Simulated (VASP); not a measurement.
# CsZnSbF (P4/nmm) in VASP: single point with r2SCAN

Aim: the single point of CsZnSbF with r2SCAN.

Everything below comes from runs of VASP 6.6.1. Logs are shortened: lines on timing, memory, paths and dates and some standing lists are left out, and cuts for length are marked.

## Step 1: The cell of the first run

Symmetry: P4/nmm, No. 129, tetragonal system. Conventional cell: a = 4.612 Å, b = 4.612 Å, c = 10.161 Å, α = 90.00°, β = 90.00°, γ = 90.00°. Cs (site symmetry 4mm) has 4 F at 2.76 Å within 3.6 Å. F (site symmetry -4m2) has 4 Cs at 2.76 Å and 4 F at 3.26 Å within 3.6 Å. Zn (site symmetry -4m2) has 4 Sb at 2.86 Å and 4 Zn at 3.26 Å within 3.8 Å. Within 3.8 Å of Sb (site symmetry 4mm) lie 4 Zn at 2.86 Å and 4 Cs at 3.76 Å.

## Step 2: Single point, r2SCAN

Contents of POSCAR:

```
CsZnSbF
1.0
    4.6116460000      0.0000000000      0.0000000000
    0.0000000000      4.6116460000      0.0000000000
    0.0000000000      0.0000000000     10.1607280000
Cs F Zn Sb
2 2 2 2
Direct
    0.7500000000      0.7500000000      0.3507900000
    0.2500000000      0.2500000000      0.6492100000
    0.2500000000      0.7500000000      0.5000000000
    0.7500000000      0.2500000000      0.5000000000
    0.2500000000      0.7500000000      0.0000000000
    0.7500000000      0.2500000000      0.0000000000
    0.2500000000      0.2500000000      0.1660400000
    0.7500000000      0.7500000000      0.8339600000
```

Contents of INCAR.step1:

```
SYSTEM = CsZnSbF
PREC = Accurate
ENCUT = 520
ISMEAR = -1
SIGMA = 0.0242
LREAL = .False.
LASPH = .True.
NELM = 100
NBANDS = 43
GGA = PE
ALGO = Normal
EDIFF = 1E-4
LWAVE = .True.
LCHARG = .False.
```

Contents of INCAR.step2:

```
SYSTEM = CsZnSbF
PREC = Accurate
ENCUT = 520
EDIFF = 1E-6
ISMEAR = -1
SIGMA = 0.0242
LREAL = .False.
LASPH = .True.
NELM = 100
ALGO = Normal
ISIF = 2
LWAVE = .False.
LCHARG = .False.
METAGGA = R2SCAN
LMIXTAU = .True.
NBANDS = 43
ISTART = 1
```

Contents of KPOINTS:

```
regular mesh
0
Gamma
  7 7 4
  0 0 0
```

Potentials or basis: VASP PAW PBE potentials, release 64 (Cs_sv, F, Zn, Sb).

The run is started by

```
cat potpaw_PBE.64/Cs_sv/POTCAR potpaw_PBE.64/F/POTCAR potpaw_PBE.64/Zn/POTCAR potpaw_PBE.64/Sb/POTCAR > POTCAR
cp INCAR.step1 INCAR
mpirun -np 1 vasp_std > vasp.out
cp INCAR.step2 INCAR
mpirun -np 1 vasp_std > vasp.out
```

OUTCAR:

```text
SYSTEM = CsZnSbF
   PREC = Accurate
   ENCUT = 520
   EDIFF = 1E-6
   ISMEAR = -1
   LREAL = .False.
   LASPH = .True.
   NELM = 100
   ISIF = 2
   METAGGA = R2SCAN
   ISTART = 1

 ion  position               nearest neighbor table
   1  0.750  0.750  0.351-
   2  0.250  0.250  0.649-
   3  0.250  0.750  0.500-
   4  0.750  0.250  0.500-
   5  0.250  0.750  0.000-   7 2.86   8 2.86   7 2.86   8 2.86
   6  0.750  0.250  0.000-   7 2.86   8 2.86   8 2.86   7 2.86
   7  0.250  0.250  0.166-   5 2.86   6 2.86   5 2.86   6 2.86
   8  0.750  0.750  0.834-   5 2.86   6 2.86   6 2.86   5 2.86

  LATTYP: Found a simple tetragonal cell.
 ALAT       =     4.6116460000
 C/A-ratio  =     2.2032757935

  Lattice vectors:

 A1 = (   4.6116460000,   0.0000000000,   0.0000000000)
 A2 = (   0.0000000000,   4.6116460000,   0.0000000000)
 A3 = (   0.0000000000,   0.0000000000,  10.1607280000)

Analysis of symmetry for initial positions (statically):
=====================================================================
 Subroutine PRICEL returns:
 Original cell was already a primitive cell.

 Routine SETGRP: Setting up the symmetry group for a
 simple tetragonal supercell.

 Subroutine GETGRP returns: Found 16 space group operations
 (whereof  4 operations were pure point group operations)
 out of a pool of 16 trial point group operations.

The static configuration has the point symmetry C_2h.
 The point group associated with its full space group is D_4h.

Analysis of symmetry for dynamics (positions and initial velocities):
=====================================================================
 Subroutine PRICEL returns:
 Original cell was already a primitive cell.

 Routine SETGRP: Setting up the symmetry group for a
 simple tetragonal supercell.

 Subroutine GETGRP returns: Found 16 space group operations
 (whereof  4 operations were pure point group operations)
 out of a pool of 16 trial point group operations.

The dynamic configuration has the point symmetry C_2h.
 The point group associated with its full space group is D_4h.

 Subroutine INISYM returns: Found 16 space group operations
 (whereof  4 operations are pure point group operations),
 and found     1 'primitive' translations

----------------------------------------------------------------------------------------

                                     Primitive cell

  volume of cell :     216.0910

  direct lattice vectors                    reciprocal lattice vectors
     4.611646000  0.000000000  0.000000000     0.216842316  0.000000000  0.000000000
     0.000000000  4.611646000  0.000000000     0.000000000  0.216842316  0.000000000
     0.000000000  0.000000000 10.160728000     0.000000000  0.000000000  0.098418145

  length of vectors
     4.611646000  4.611646000 10.160728000     0.216842316  0.216842316  0.098418145

  position of ions in fractional coordinates (direct lattice)
     0.750000000  0.750000000  0.350790000
     0.250000000  0.250000000  0.649210000
     0.250000000  0.750000000  0.500000000
     0.750000000  0.250000000  0.500000000
     0.250000000  0.750000000  0.000000000
     0.750000000  0.250000000  0.000000000
     0.250000000  0.250000000  0.166040000
     0.750000000  0.750000000  0.833960000

  ion indices of the primitive-cell ions
   primitive index   ion index
                 1           1
                 2           2
                 3           3
                 4           4
                 5           5
                 6           6
                 7           7
                 8           8

----------------------------------------------------------------------------------------

 KPOINTS: regular mesh

Automatic generation of k-mesh.
 Grid dimensions read from file:
 generate k-points for:    7    7    4

 Generating k-lattice:

  Cartesian coordinates                     Fractional coordinates (reciprocal lattice)
     0.030977474  0.000000000  0.000000000     0.142857143  0.000000000  0.000000000
     0.000000000  0.030977474  0.000000000     0.000000000  0.142857143  0.000000000
     0.000000000  0.000000000  0.024604536     0.000000000  0.000000000  0.250000000

  Length of vectors
     0.030977474  0.030977474  0.024604536

  Shift w.r.t. Gamma in fractional coordinates (k-lattice)
     0.000000000  0.000000000  0.000000000

 Subroutine IBZKPT returns following result:
 ===========================================

 Found     30 irreducible k-points:

 Following reciprocal coordinates:
            Coordinates               Weight
  0.000000  0.000000  0.000000      1.000000
  0.142857  0.000000  0.000000      4.000000
  0.285714  0.000000  0.000000      4.000000
  0.428571  0.000000  0.000000      4.000000
  0.142857  0.142857  0.000000      4.000000
  0.285714  0.142857  0.000000      8.000000
[... 16 lines left out ...]
  0.285714  0.000000  0.500000      4.000000
  0.428571  0.000000  0.500000      4.000000
 [... further k-points ...]
   k-points           NKPTS =     30   k-points in BZ     NKDIM =     30   number of bands    NBANDS=     43
   number of dos      NEDOS =    301   number of ions     NIONS =      8
   total plane-waves  NPLWV = 103680
   dimension x,y,z NGX =    36 NGY =   36 NGZ =   80
   dimension x,y,z NGXF=    72 NGYF=   72 NGZF=  160
   ions per type =               2   2   2   2
   NGX,Y,Z   is equivalent  to a cutoff of  12.98, 12.98, 13.09 a.u.
   NGXF,Y,Z  is equivalent  to a cutoff of  25.96, 25.96, 26.18 a.u.
 SYSTEM =  CsZnSbF
   PREC   = accura    normal or accurate (medium, high low for compatibility)
   ISTART =      1    job   : 0-new  1-cont  2-samecut
   ICHARG =      0    charge: 1-file 2-atom 10-const
   ISPIN  =      1    spin polarized calculation?
   LNONCOLLINEAR =      F non collinear calculations
   LSORBIT =      F    spin-orbit coupling
   LASPH  =      T    aspherical Exc in radial PAW
   ENCUT  =  520.0 eV  38.22 Ry    6.18 a.u.   8.57  8.57 18.89*2*pi/ulx,y,z
   NELM   =    100;   NELMIN=  2; NELMDL=  0     # of ELM steps
   EDIFF  = 0.1E-05   stopping-criterion for ELM
   LREAL  =      F    real-space projection
   EDIFFG = 0.1E-04   stopping-criterion for IOM
   NSW    =      0    number of steps for IOM
   IBRION =     -1    ionic relax: 0-MD 1-quasi-New 2-CG
   NFREE  =      0    steps in history (QN), initial steepest desc. (CG)
   ISIF   =      2    stress and relaxation
   ISYM   =      2    0-nonsym 1-usesym 2-fastsym
   POTIM  = 0.5000    time-step for ionic-motion
   TEBEG  =    0.0;   TEEND  =   0.0 temperature during run
   PSTRESS=    0.0 pullay stress
   NELECT =      66.0000    total number of electrons
   NUPDOWN=      -1.0000    fix difference up-down
   EMIN   =  10.00;   EMAX   =-10.00  energy-range for DOS
   EFERMI =   0.00;   METHOD = LEGACY
   ISMEAR =    -1;   SIGMA  =   0.02  broadening in eV -4-tet -1-fermi 0-gaus
   EFERMI_NEDOS =   21; number of points for ismear=-14 and -15
   IALGO  =     38    algorithm
   IMIX   =      4    mixing-type and parameters
     AMIX     =   0.40;   BMIX     =  1.00
     AMIX_MAG =   1.60;   BMIX_MAG =  1.00
  volume/ion in A,a.u.               =      27.01       182.28
  Fermi-wavevector in a.u.,A,eV,Ry     =   1.102497  2.083416 16.537862  1.215499
  Thomas-Fermi vector in A             =   2.238940
   LORBIT       =      0    0 simple, 1 ext, 2 COOP (PROOUT), +10 PAW based schemes
   METAGGA = R2SCAN    functional components
   LHFCALC =     F    Hartree Fock is set to
   AEXX    =    0.0000 exact exchange contribution
   IVDW    =     0    specifies the selected vdW correction
   LEPSILON=     F    determine dielectric tensor
   LRPA    =     F    only Hartree local field effects (RPA)
 non-spin polarized calculation
  energy-cutoff  :      520.00
  volume of cell :      216.09
 maximum number of plane-waves:      5838
 NGX is ok and might be reduce to    36
   NGX = 17   NGY = 17   NGZ = 37

 number of electron      66.0000008 magnetization

 Free energy of the ion-electron system (eV)
  ---------------------------------------------------
  ext. energy  EPLUGINS =         0.00000000
  ---------------------------------------------------
  free energy    TOTEN  =      -134.06445731 eV

  energy without entropy =     -134.05648216  energy(sigma->0) =     -134.06046973

 E-fermi :   1.1881     XC(G=0):  -9.4126

 val. band max:        1.1811333515   @ k =   0.2857   0.1429   0.5000
 cond. band min:       1.2269202733   @ k =   0.4286   0.0000   0.5000
 fundamental gap:      0.0457869217
 Fermi energy:         1.1880567654

 k-point     1 :       0.0000    0.0000    0.0000
  band No.  band energies     occupation
      1     -20.0335      2.00000
      2     -19.5613      2.00000
      3     -18.3882      2.00000
      4     -18.0299      2.00000
      5      -8.8109      2.00000
      6      -7.8458      2.00000
[... 35 lines left out ...]
     42       8.6733      0.00000
     43       8.9446      0.00000

 k-point     2 :       0.1429    0.0000    0.0000
  band No.  band energies     occupation
      1     -20.0028      2.00000
      2     -19.5717      2.00000
      3     -18.3847      2.00000
      4     -18.0560      2.00000
      5      -8.7252      2.00000
      6      -7.8473      2.00000
[... 35 lines left out ...]
     42       8.2573      0.00000
     43       8.3624      0.00000

 k-point     3 :       0.2857    0.0000    0.0000
  band No.  band energies     occupation
      1     -19.9186      2.00000
      2     -19.6111      2.00000
      3     -18.3635      2.00000
      4     -18.1266      2.00000
      5      -8.4947      2.00000
      6      -7.8726      2.00000
[... 919 lines left out ...]
      6      -7.8594      2.00000
[... 35 lines left out ...]
     42       8.1694      0.00000
     43       8.5682      0.00000

 k-point    24 :       0.4286    0.0000    0.5000
  band No.  band energies     occupation
      1     -19.8038      2.00000
      2     -19.6914      2.00000
      3     -18.3079      2.00000
      4     -18.2205      2.00000
      5      -8.2110      2.00000
      6      -7.9732      2.00000
[... 35 lines left out ...]
     42       8.4616      0.00000
     43       9.0453      0.00000

 [... further k-points ...]

------------------------ aborting loop because EDIFF is reached ----------------------------------------

  FORCE on cell =-STRESS in cart. coord.  units (eV):
  Direction    XX          YY          ZZ          XY          YZ          ZX
  --------------------------------------------------------------------------------------
  -------------------------------------------------------------------------------------
  Total       -1.4280287     -1.4280287     -2.1975897     -0.0000000      0.0000000     -0.0000000
  in kB      -10.5879228    -10.5879228    -16.2937274     -0.0000000      0.0000000     -0.0000000
  external PRESSURE =     -12.4898576 kB  Pullay stress =       0.0000000 kB

 VOLUME and BASIS-vectors are now :
 -----------------------------------------------------------------------------
  energy-cutoff  :      520.00
  volume of cell :      216.09
      direct lattice vectors                 reciprocal lattice vectors
     4.611646000  0.000000000  0.000000000     0.216842316  0.000000000  0.000000000
     0.000000000  4.611646000  0.000000000     0.000000000  0.216842316  0.000000000
     0.000000000  0.000000000 10.160728000     0.000000000  0.000000000  0.098418145

 POSITION                                       TOTAL-FORCE (eV/Angst)
 -----------------------------------------------------------------------------------
      3.45873      3.45873      3.56428        -0.000000     -0.000000      0.649490
      1.15291      1.15291      6.59645        -0.000000      0.000000     -0.649490
      1.15291      3.45873      5.08036        -0.000000      0.000000     -0.000000
      3.45873      1.15291      5.08036         0.000000      0.000000     -0.000000
      1.15291      3.45873      0.00000         0.000000      0.000000     -0.000000
      3.45873      1.15291      0.00000        -0.000000     -0.000000     -0.000000
      1.15291      1.15291      1.68709        -0.000000      0.000000     -1.296654
      3.45873      3.45873      8.47364         0.000000      0.000000      1.296654
 -----------------------------------------------------------------------------------
    total drift:                                0.000000      0.000000      0.000000

  FREE ENERGIE OF THE ION-ELECTRON SYSTEM (eV)
  ---------------------------------------------------
  free  energy   TOTEN  =      -134.0644573063 eV

  energy  without entropy=     -134.0564821565  energy(sigma->0) =     -134.06046973
```

It took 10 min on 1 thread of Intel Xeon Platinum 8488C (Sapphire Rapids), shared host; peak memory 0.52 GiB.

Results:

```
Free energy            : -134.0645 eV
Pressure               : -1.2 GPa
Largest force          : 1.297 eV/Å
Band gap on the k mesh : zero (bands 33 and 34 overlap by 1.25 eV)
```

Forces in eV/Å, atoms in the order of the input:
```
Cs   0.000  0.000  0.649
Cs   0.000  0.000 -0.649
F    0.000  0.000  0.000
F    0.000  0.000  0.000
Zn   0.000  0.000  0.000
Zn   0.000  0.000  0.000
Sb   0.000  0.000 -1.297
Sb   0.000  0.000  1.297
```

Stress tensor (GPa, compression positive):
```
-1.06  0.00  0.00
 0.00 -1.06  0.00
 0.00  0.00 -1.63
```

Levels at points of the mesh, in eV from the Fermi level:
```csv
k point,band 31,band 32,band 33,band 34,band 35,band 36
"(0.00, 0.00, 0.00)",-0.88,0.23,0.46,0.70,0.70,2.98
"(0.00, 0.00, 0.50)",-0.75,0.15,0.24,0.69,0.69,3.04
```

Caveat: the PAW data sets were made with another functional, which shifts forces and pressure a little; spin-orbit coupling is left out, which moves the levels of the heavy elements.

The gap in the log of VASP goes by the Fermi energy; the results here count the filled bands.